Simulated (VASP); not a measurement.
# BAs (F-43m) in VASP: settings compared

BAs is run at these levels: PBE-based global hybrid, HSE06, LDA; tasks: single point.

All numbers are computed with VASP 6.6.1; they aren't measurements. Logs are shortened: lines on timing, memory, paths and dates and some standing lists are left out, and cuts for length are marked.

## Step 1: The cell of the first run

It takes space group F-43m (No. 216, cubic). The conventional cell has a = 4.784 Å, b = 4.784 Å, c = 4.784 Å, α = 90.00°, β = 90.00°, γ = 90.00°. Within 2.7 Å of B (site symmetry -43m) lie 4 As at 2.07 Å. As (site symmetry -43m) has 4 B at 2.07 Å within 2.7 Å.

## Step 2: Single point, PBE-based global hybrid

Contents of POSCAR:

```
BAs
1.0
    0.0000000000      2.3918676038      2.3918676038
    2.3918676038      0.0000000000      2.3918676038
    2.3918676038      2.3918676038      0.0000000000
B As
1 1
Direct
    0.0000000000      0.0000000000      0.0000000000
    0.2500000000      0.2500000000      0.2500000000
```

Contents of INCAR.step1:

```
SYSTEM = BAs
ALGO = Normal
EDIFF = 1E-5
ENCUT = 520
GGA = PE
ISIF = 2
ISMEAR = 0
LASPH = .True.
LCHARG = .False.
LREAL = .False.
LWAVE = .True.
NBANDS = 11
NELM = 60
PREC = Accurate
SIGMA = 0.01
```

Contents of INCAR.step2:

```
SYSTEM = BAs
AEXX = 0.05
ALGO = Normal
EDIFF = 1E-6
ENCUT = 520
GGA = PE
ISIF = 2
ISMEAR = 0
ISTART = 1
LASPH = .True.
LCHARG = .False.
LHFCALC = .True.
LREAL = .False.
LWAVE = .False.
NBANDS = 11
NELM = 60
PREC = Accurate
PRECFOCK = Normal
SIGMA = 0.01
```

Contents of KPOINTS:

```
k-points
0
Gamma
  4 4 4
  0 0 0
```

Potentials or basis: VASP PAW PBE potentials, release 64 (B, As).

Started as:

```sh
> cat potpaw_PBE.64/B/POTCAR potpaw_PBE.64/As/POTCAR > POTCAR
> cp INCAR.step1 INCAR
> mpirun -np 1 vasp_std > vasp.out
> cp INCAR.step2 INCAR
> mpirun -np 1 vasp_std > vasp.out
```

OUTCAR:

```text
SYSTEM = BAs
   AEXX = 0.05
   EDIFF = 1E-6
   ENCUT = 520
   GGA = PE
   ISIF = 2
   ISMEAR = 0
   ISTART = 1
   LASPH = .True.
   LHFCALC = .True.
   LREAL = .False.
   NELM = 60
   PREC = Accurate
   PRECFOCK = Normal

 ion  position               nearest neighbor table
   1  0.000  0.000  0.000-   2 2.07   2 2.07   2 2.07   2 2.07
   2  0.250  0.250  0.250-   1 2.07   1 2.07   1 2.07   1 2.07

  LATTYP: Found a face centered cubic cell.
 ALAT       =     4.7837352076

  Lattice vectors:

 A1 = (   0.0000000000,   2.3918676038,   2.3918676038)
 A2 = (   2.3918676038,   0.0000000000,   2.3918676038)
 A3 = (   2.3918676038,   2.3918676038,   0.0000000000)

Analysis of symmetry for initial positions (statically):
=====================================================================
 Subroutine PRICEL returns:
 Original cell was already a primitive cell.

 Routine SETGRP: Setting up the symmetry group for a
 face centered cubic supercell.

 Subroutine GETGRP returns: Found 24 space group operations
 (whereof 24 operations were pure point group operations)
 out of a pool of 48 trial point group operations.

The static configuration has the point symmetry T_d .

Analysis of symmetry for dynamics (positions and initial velocities):
=====================================================================
 Subroutine PRICEL returns:
 Original cell was already a primitive cell.

 Routine SETGRP: Setting up the symmetry group for a
 face centered cubic supercell.

 Subroutine GETGRP returns: Found 24 space group operations
 (whereof 24 operations were pure point group operations)
 out of a pool of 48 trial point group operations.

The dynamic configuration has the point symmetry T_d .

 Subroutine INISYM returns: Found 24 space group operations
 (whereof 24 operations are pure point group operations),
 and found     1 'primitive' translations

----------------------------------------------------------------------------------------

                                     Primitive cell

  volume of cell :      27.3679

  direct lattice vectors                    reciprocal lattice vectors
     0.000000000  2.391867604  2.391867604    -0.209041671  0.209041671  0.209041671
     2.391867604  0.000000000  2.391867604     0.209041671 -0.209041671  0.209041671
     2.391867604  2.391867604  0.000000000     0.209041671  0.209041671 -0.209041671

  length of vectors
     3.382611605  3.382611605  3.382611605     0.362070795  0.362070795  0.362070795

  position of ions in fractional coordinates (direct lattice)
     0.000000000  0.000000000  0.000000000
     0.250000000  0.250000000  0.250000000

  ion indices of the primitive-cell ions
   primitive index   ion index
                 1           1
                 2           2

----------------------------------------------------------------------------------------

 KPOINTS: k-points

Automatic generation of k-mesh.
 Grid dimensions read from file:
 generate k-points for:    4    4    4

 Generating k-lattice:

  Cartesian coordinates                     Fractional coordinates (reciprocal lattice)
    -0.052260418  0.052260418  0.052260418     0.250000000  0.000000000  0.000000000
     0.052260418 -0.052260418  0.052260418     0.000000000  0.250000000  0.000000000
     0.052260418  0.052260418 -0.052260418     0.000000000  0.000000000  0.250000000

  Length of vectors
     0.090517699  0.090517699  0.090517699

  Shift w.r.t. Gamma in fractional coordinates (k-lattice)
     0.000000000  0.000000000  0.000000000

 Subroutine IBZKPT returns following result:
 ===========================================

 Found      8 irreducible k-points:

 Following reciprocal coordinates:
            Coordinates               Weight
  0.000000  0.000000  0.000000      1.000000
  0.250000  0.000000  0.000000      8.000000
  0.500000  0.000000  0.000000      4.000000
  0.250000  0.250000  0.000000      6.000000
  0.500000  0.250000  0.000000     24.000000
 -0.250000  0.250000  0.000000     12.000000
  0.500000  0.500000  0.000000      3.000000
 -0.250000  0.500000  0.250000      6.000000
   k-points           NKPTS =      8   k-points in BZ     NKDIM =     64   number of bands    NBANDS=     11
   number of dos      NEDOS =    301   number of ions     NIONS =      2
   total plane-waves  NPLWV =  21952
   dimension x,y,z NGX =    28 NGY =   28 NGZ =   28
   dimension x,y,z NGXF=    56 NGYF=   56 NGZF=   56
   ions per type =               1   1
   NGX,Y,Z   is equivalent  to a cutoff of  13.76, 13.76, 13.76 a.u.
   NGXF,Y,Z  is equivalent  to a cutoff of  27.52, 27.52, 27.52 a.u.
 SYSTEM =  BAs
   PREC   = accura    normal or accurate (medium, high low for compatibility)
   ISTART =      1    job   : 0-new  1-cont  2-samecut
   ICHARG =      0    charge: 1-file 2-atom 10-const
   ISPIN  =      1    spin polarized calculation?
   LNONCOLLINEAR =      F non collinear calculations
   LSORBIT =      F    spin-orbit coupling
   LASPH  =      T    aspherical Exc in radial PAW
   ENCUT  =  520.0 eV  38.22 Ry    6.18 a.u.   6.29  6.29  6.29*2*pi/ulx,y,z
   NELM   =     60;   NELMIN=  2; NELMDL=  0     # of ELM steps
   EDIFF  = 0.1E-05   stopping-criterion for ELM
   LREAL  =      F    real-space projection
   EDIFFG = 0.1E-04   stopping-criterion for IOM
   NSW    =      0    number of steps for IOM
   IBRION =     -1    ionic relax: 0-MD 1-quasi-New 2-CG
   NFREE  =      0    steps in history (QN), initial steepest desc. (CG)
   ISIF   =      2    stress and relaxation
   ISYM   =      3    0-nonsym 1-usesym 2-fastsym
   POTIM  = 0.5000    time-step for ionic-motion
   TEBEG  =    0.0;   TEEND  =   0.0 temperature during run
   PSTRESS=    0.0 pullay stress
   NELECT =       8.0000    total number of electrons
   NUPDOWN=      -1.0000    fix difference up-down
   EMIN   =  10.00;   EMAX   =-10.00  energy-range for DOS
   EFERMI =   0.00;   METHOD = LEGACY
   ISMEAR =     0;   SIGMA  =   0.01  broadening in eV -4-tet -1-fermi 0-gaus
   EFERMI_NEDOS =   21; number of points for ismear=-14 and -15
   IALGO  =     38    algorithm
   IMIX   =      1    mixing-type and parameters
     AMIX     =   0.40;   BMIX     =  1.00
     AMIX_MAG =   1.60;   BMIX_MAG =  1.00
  volume/ion in A,a.u.               =      13.68        92.34
  Fermi-wavevector in a.u.,A,eV,Ry     =   1.086487  2.053162 16.061039  1.180453
  Thomas-Fermi vector in A             =   2.222624
   LORBIT       =      0    0 simple, 1 ext, 2 COOP (PROOUT), +10 PAW based schemes
   GGA     = PE    functional components
   LHFCALC =     T    Hartree Fock is set to
   PRECFOCK=normal    Normal, Fast or Accurate (Low or Medium for compatibility)
   ENCUT4O =  -1.0   cutoff for four orbital integrals eV
   NKREDX  =     1    reduce k-point grid by
   NKREDY  =     1    reduce k-point grid by
   NKREDZ  =     1    reduce k-point grid by
   AEXX    =    0.0500 exact exchange contribution
   HFSCREEN=    0.0000 screening length (either q_TF or 0.3 A-1)
   HFSCREENC=   0.0000 screening length for correlation (either q_TF or 0.3 A-1)
   ENCUTFOCK=  -1.0 apply spherical cutoff to Coloumb kernel
   IVDW    =     0    specifies the selected vdW correction
   LEPSILON=     F    determine dielectric tensor
   LRPA    =     F    only Hartree local field effects (RPA)
 non-spin polarized calculation
 Gauss-broadening in eV      SIGMA  =   0.01
  energy-cutoff  :      520.00
  volume of cell :       27.37
 maximum number of plane-waves:       754
 NGX is ok and might be reduce to    28
  NGX = 20; NGY = 20; NGZ = 20

 number of electron       8.0000000 magnetization

 Free energy of the ion-electron system (eV)
  ---------------------------------------------------
  ext. energy  EPLUGINS =         0.00000000
  ---------------------------------------------------
  free energy    TOTEN  =       -11.78782851 eV

  energy without entropy =      -11.78782851  energy(sigma->0) =      -11.78782851

 E-fermi :   6.0217     XC(G=0): -10.1025

 val. band max:        5.9559606731   @ k =   0.0000   0.0000   0.0000
 cond. band min:       7.6604360319   @ k =   0.5000   0.5000   0.0000
 fundamental gap:      1.7044753588
 Fermi energy:         6.0217486558

 k-point     1 :       0.0000    0.0000    0.0000
  band No.  band energies     occupation
      1      -9.7340      2.00000
      2       5.9560      2.00000
      3       5.9560      2.00000
      4       5.9560      2.00000
      5       9.5350      0.00000
      6       9.5350      0.00000
      7       9.5350      0.00000
      8      10.9896      0.00000
      9      15.8772      0.00000
     10      19.2449      0.00000
     11      19.2449      0.00000

 k-point     2 :       0.2500    0.0000    0.0000
  band No.  band energies     occupation
      1      -8.7153      2.00000
      2       0.9311      2.00000
      3       4.7902      2.00000
      4       4.7902      2.00000
      5       9.3313      0.00000
      6      10.9294      0.00000
      7      10.9294      0.00000
      8      14.2396      0.00000
      9      17.5185      0.00000
     10      17.5185      0.00000
     11      17.5966      0.00000

 k-point     3 :       0.5000    0.0000    0.0000
  band No.  band energies     occupation
      1      -6.8115      2.00000
      2      -2.9999      2.00000
      3       4.1017      2.00000
      4       4.1017      2.00000
      5       8.9519      0.00000
      6      11.0558      0.00000
      7      11.0558      0.00000
      8      15.1946      0.00000
      9      19.0721      0.00000
     10      20.9135      0.00000
     11      20.9135      0.00000
[... 43 lines left out ...]
 k-point     7 :       0.5000    0.5000    0.0000
  band No.  band energies     occupation
      1      -5.4628      2.00000
      2      -2.7520      2.00000
      3       1.8039      2.00000
      4       1.8039      2.00000
      5       7.6604      0.00000
      6       7.6859      0.00000
      7      17.7569      0.00000
      8      17.7569      0.00000
      9      19.2632      0.00000
     10      23.6267      0.00000
     11      24.1372      0.00000

 k-point     8 :      -0.2500    0.5000    0.2500
  band No.  band energies     occupation
      1      -5.2991      2.00000
      2      -2.2819      2.00000
      3       0.3814      2.00000
      4       0.6806      2.00000
      5      11.5331      0.00000
      6      12.2685      0.00000
      7      13.0658      0.00000
      8      13.3344      0.00000
      9      18.6662      0.00000
     10      21.8940      0.00000
     11      22.0392      0.00000

------------------------ aborting loop because EDIFF is reached ----------------------------------------

  FORCE on cell =-STRESS in cart. coord.  units (eV):
  Direction    XX          YY          ZZ          XY          YZ          ZX
  --------------------------------------------------------------------------------------
  -------------------------------------------------------------------------------------
  Total        0.4316988      0.4316988      0.4316988     -0.0000000     -0.0000000     -0.0000000
  in kB       25.2726072     25.2726072     25.2726072     -0.0000000     -0.0000000     -0.0000000
  external PRESSURE =      25.2726072 kB  Pullay stress =       0.0000000 kB

 VOLUME and BASIS-vectors are now :
 -----------------------------------------------------------------------------
  energy-cutoff  :      520.00
  volume of cell :       27.37
      direct lattice vectors                 reciprocal lattice vectors
     0.000000000  2.391867604  2.391867604    -0.209041671  0.209041671  0.209041671
     2.391867604  0.000000000  2.391867604     0.209041671 -0.209041671  0.209041671
     2.391867604  2.391867604  0.000000000     0.209041671  0.209041671 -0.209041671

 POSITION                                       TOTAL-FORCE (eV/Angst)
 -----------------------------------------------------------------------------------
      0.00000      0.00000      0.00000        -0.000000      0.000000      0.000000
      1.19593      1.19593      1.19593         0.000000      0.000000      0.000000
 -----------------------------------------------------------------------------------
    total drift:                                0.000000      0.000000      0.000000

  FREE ENERGIE OF THE ION-ELECTRON SYSTEM (eV)
  ---------------------------------------------------
  free  energy   TOTEN  =       -11.7878285082 eV

  energy  without entropy=      -11.7878285082  energy(sigma->0) =      -11.78782851
```

Run time: 86 s. Hardware: 1 thread of Intel Xeon Platinum 8259CL at 2.50GHz (Skylake/Cascade Lake), shared host; peak memory 0.16 GiB.

Results:

```
Free energy            : -11.7878 eV
Pressure               : 2.5 GPa
Band gap on the k mesh : 1.70 eV, indirect (least direct gap 3.58 eV)
```

Caveat: the k points lie up to 0.57 Å⁻¹ apart; the PAW data sets were made with another functional, which shifts forces and pressure a little. A k mesh can miss the band edges.

## Step 3: Single point, HSE06

POSCAR is that of step 2.

Contents of INCAR.step1:

```
  PREC = Accurate
  ENCUT = 520
  EDIFF = 1E-5
  ISMEAR = 0
  SIGMA = 0.01
  LREAL = False
  LASPH = True
  NELM = 100
  ALGO = Normal
  ISIF = 2
  LWAVE = True
  LCHARG = False
  NBANDS = 11
  GGA = PE
```

Contents of INCAR.step2:

```
  PREC = Accurate
  ENCUT = 520
  EDIFF = 1E-6
  ISMEAR = 0
  SIGMA = 0.01
  LREAL = False
  LASPH = True
  NELM = 100
  ALGO = Normal
  ISIF = 2
  LWAVE = False
  LCHARG = False
  GGA = PE
  LHFCALC = True
  HFSCREEN = 0.2079
  PRECFOCK = Normal
  NBANDS = 11
  ISTART = 1
```

Contents of KPOINTS:

```
regular mesh
0
Gamma
  4 4 4
```

Potentials or basis: VASP PAW PBE potentials, release 64 (B, As).

Started as:

```sh
> cat potpaw_PBE.64/B/POTCAR potpaw_PBE.64/As/POTCAR > POTCAR
> cp INCAR.step1 INCAR
> mpirun -np 1 vasp_std > vasp.out
> cp INCAR.step2 INCAR
> mpirun -np 1 vasp_std > vasp.out
```

Wall time 2.6 min (1 thread of Intel Xeon Platinum 8259CL at 2.50GHz (Skylake/Cascade Lake), shared host); peak memory 0.26 GiB.

It converged, with:

- Free energy: -13.0914 eV
- Pressure: -0.6 GPa
- Band gap on the k mesh: 2.12 eV, indirect (least direct gap 4.14 eV)

Levels at points of the mesh, in eV from the valence-band top:
```csv
k point,band 1,band 2,band 3,band 4,band 5,band 6,band 7,band 8
"(0.00, 0.00, 0.00)",-16.88,0.00,0.00,0.00,4.14,4.14,4.14,5.88
"(0.50, 0.00, 0.00)",-13.71,-9.63,-1.98,-1.98,3.59,5.71,5.71,10.04
"(0.50, 0.50, 0.00)",-12.21,-9.42,-4.43,-4.43,2.12,2.19,12.93,12.93
```

Caveat: the k points lie up to 0.57 Å⁻¹ apart; the PAW data sets were made with another functional, which shifts forces and pressure a little.

## Step 4: Single point, LDA

Contents of INCAR:

```
ALGO = Normal
EDIFF = 1E-6
ENCUT = 500
GGA = CA
GGA_COMPAT = False
ISIF = 2
ISMEAR = 0
LASPH = True
LCHARG = False
LREAL = False
LWAVE = False
NBANDS = 11
NELM = 120
PREC = Accurate
SIGMA = 0.01
```

Contents of KPOINTS:

```
k-points
0
Gamma
  4 4 4
```

POSCAR is that of step 3.

Potentials or basis: VASP PAW LDA potentials, release 64 (B, As).

Started as:

```sh
> cat potpaw_LDA.64/B/POTCAR potpaw_LDA.64/As/POTCAR > POTCAR
> mpirun -np 1 vasp_std > vasp.out
```

OUTCAR:

```text
EDIFF = 1E-6
   ENCUT = 500
   GGA = CA
   ISIF = 2
   ISMEAR = 0
   LASPH = True
   LREAL = False
   NELM = 120
   PREC = Accurate

 ion  position               nearest neighbor table
   1  0.000  0.000  0.000-   2 2.07   2 2.07   2 2.07   2 2.07
   2  0.250  0.250  0.250-   1 2.07   1 2.07   1 2.07   1 2.07

  LATTYP: Found a face centered cubic cell.
 ALAT       =     4.7837352076

  Lattice vectors:

 A1 = (   0.0000000000,   2.3918676038,   2.3918676038)
[... 280 lines left out ...]
------------------------ aborting loop because EDIFF is reached ----------------------------------------

  FORCE on cell =-STRESS in cart. coord.  units (eV):
  Direction    XX          YY          ZZ          XY          YZ          ZX
  --------------------------------------------------------------------------------------
  -------------------------------------------------------------------------------------
  Total       -0.5293338     -0.5293338     -0.5293338     -0.0000000      0.0000000      0.0000000
  in kB      -30.9883751    -30.9883751    -30.9883751     -0.0000000      0.0000000      0.0000000
  external PRESSURE =     -30.9883751 kB  Pullay stress =       0.0000000 kB

 VOLUME and BASIS-vectors are now :
 -----------------------------------------------------------------------------
  energy-cutoff  :      500.00
  volume of cell :       27.37
      direct lattice vectors                 reciprocal lattice vectors
     0.000000000  2.391867604  2.391867604    -0.209041671  0.209041671  0.209041671
     2.391867604  0.000000000  2.391867604     0.209041671 -0.209041671  0.209041671
     2.391867604  2.391867604  0.000000000     0.209041671  0.209041671 -0.209041671

 POSITION                                       TOTAL-FORCE (eV/Angst)
 -----------------------------------------------------------------------------------
      0.00000      0.00000      0.00000         0.000000     -0.000000      0.000000
      1.19593      1.19593      1.19593        -0.000000      0.000000     -0.000000
 -----------------------------------------------------------------------------------
    total drift:                               -0.000000     -0.000000     -0.000000

  FREE ENERGIE OF THE ION-ELECTRON SYSTEM (eV)
  ---------------------------------------------------
  free  energy   TOTEN  =       -12.7391012697 eV

  energy  without entropy=      -12.7391012697  energy(sigma->0) =      -12.73910127
```

stdout:

```text
POSCAR found type information on POSCAR B As
 POSCAR found :  2 types and       2 ions
 scaLAPACK will be used
 LDA part: xc-table for (Slater(with rela. corr.)+CA(PZ))
 , standard interpolation
 POSCAR, INCAR and KPOINTS ok, starting setup
 FFT: planning ... GRIDC
 FFT: planning ... GRID_SOFT
 FFT: planning ... GRID
 WAVECAR not read
 entering main loop
```

It took 4.1 s on 1 thread of Intel Xeon 6975P-C, shared host; peak memory 0.14 GiB.

What came out:

```yaml
Free_energy: -12.7391 eV
Pressure: -3.1 GPa
Band_gap_on_the_k_mesh: 1.32 eV, indirect (least direct gap 3.23 eV)
```

Levels at points of the mesh, in eV from the valence-band top:
```csv
k point,band 1,band 2,band 3,band 4,band 5,band 6,band 7,band 8,band 9
"(0.00, 0.00, 0.00)",-15.35,0.00,0.00,0.00,3.23,3.23,3.23,4.64,9.30
"(0.50, 0.00, 0.00)",-12.51,-8.74,-1.81,-1.81,2.66,4.72,4.72,8.66,12.43
"(0.50, 0.50, 0.00)",-11.23,-8.41,-4.07,-4.07,1.32,1.39,11.19,11.19,12.60
```

Caveat: the k points lie up to 0.57 Å⁻¹ apart.

## Step 5: Overview

```tsv
level	potentials or basis	cutoff (eV)	grid for exact exchange (PRECFOCK)	share of exact exchange	screening parameter	gap on the mesh (eV)	pressure (GPa)
PBE-based global hybrid	VASP PAW PBE potentials, release 64 (B, As)	520	Normal	0.05	-	1.70	2.5
HSE06	VASP PAW PBE potentials, release 64 (B, As)	520	Normal	-	0.2079 1/Å	2.12	-0.6
LDA	VASP PAW LDA potentials, release 64 (B, As)	500	-	-	-	1.32	-3.1
```

Alike in all rows: task single point; no spin polarisation; cell as given; k mesh 4 × 4 × 4; smearing gaussian 0.01 eV.

Caveats: all runs use coarse meshes; the PAW data sets were made with another functional, which shifts forces and pressure a little (some runs).

Absolute energies hang on the potentials; compare differences alone.
